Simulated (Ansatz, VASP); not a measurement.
**Two plane-wave programs on Li3Ta2O**

INCAR

```
SYSTEM = Li3Ta2O
PREC = Accurate ; ENCUT = 600
EDIFF = 1E-6 ; ISMEAR = 0
SIGMA = 0.1 ; LREAL = .FALSE.
LASPH = .TRUE. ; NELM = 60
ALGO = Normal ; ISIF = 3
LWAVE = .FALSE. ; LCHARG = .FALSE.
GGA = PE ; IBRION = 2
NSW = 100 ; EDIFFG = -0.01
```

Contents of KPOINTS:

```
Automatic mesh
0
G
  18 18 4
  0 0 0
```

Contents of POSCAR:

```
Li3Ta2O
1.0
    2.8375424247      0.0000000000      0.0000000000
   -1.4187712124      2.4573838241      0.0000000000
    0.0000000000      0.0000000000     12.7160935518
Li Ta O
3 2 1
Direct
    0.0000000000      0.0000000000      0.5000000000
    0.3333333333      0.6666666667      0.0665548559
    0.6666666667      0.3333333333      0.9334451441
    0.3333333333      0.6666666667      0.7044589139
    0.6666666667      0.3333333333      0.2955410861
    0.0000000000      0.0000000000      0.0000000000
```

Input for Ansatz:

```yaml
crystal:
  lattice:
    - [2.8375424247, 0.0, 0.0]
    - [-1.4187712124, 2.4573838241, 0.0]
    - [0.0, 0.0, 12.7160935518]
  atoms:
    - { symbol: Li, position: [0.0, 0.0, 0.5] }
    - { symbol: Li, position: [0.3333333333, 0.6666666667, 0.0665548559] }
    - { symbol: Li, position: [0.6666666667, 0.3333333333, 0.9334451441] }
    - { symbol: Ta, position: [0.3333333333, 0.6666666667, 0.7044589139] }
    - { symbol: Ta, position: [0.6666666667, 0.3333333333, 0.2955410861] }
    - { symbol: O, position: [0.0, 0.0, 0.0] }
basis:
  ecutwfc: 420
kpoints:
  mp_grid: { grid: [18, 18, 4] }
hamiltonian:
  xc: pbe
scf:
  occupations: { method: gaussian, width: 0.1 }
output:
  forces: true
  stress: true
  eigenvalues: true
  write_density: true
  write_potential: true
  elf: true
  volumetric_format: npy
relax:
  adjacent_minimum: "off"
  f_tol: 0.01
  max_steps: 80
  cell: { stress_tol: 0.05 }
```

Change from the starting cell: species swapped into the K3I2Br type (P-3m1, No. 164).

Alike in both runs: task relaxation of cell and atoms; functional PBE; k mesh 18 × 18 × 4; occupations gaussian, width 0.1 eV; no spin polarisation.

```csv
,VASP,Ansatz
version,VASP 6.6.1,Ansatz 0.2.0
potentials or method,"VASP PAW PBE potentials, release 64 (Li_sv, Ta_pv, O), cutoff 600 eV","scalar-relativistic, plane waves, PAW"
valence electrons in the cell,37,41
```

```csv
,VASP,Ansatz,Ansatz less VASP
"gap on the k mesh at the Fermi level, each at its own relaxed structure (eV)",none,none,-
relaxed volume (Å³/atom),15.20,15.14,-0.056
relaxed length of the cell vector where the two differ most in proportion (Å),13.261,13.164,-0.0964
```

A gap of «none» marks a metal or a gap that the smearing closes. VASP's potentials hold 37 valence electrons a cell and Ansatz's 41, so a difference there can come from the potentials and not from the codes.

Spin-orbit coupling is off throughout. Noted on VASP's run: the cutoff is under 1.25 times that of the potentials, so the pressure is a little rough.
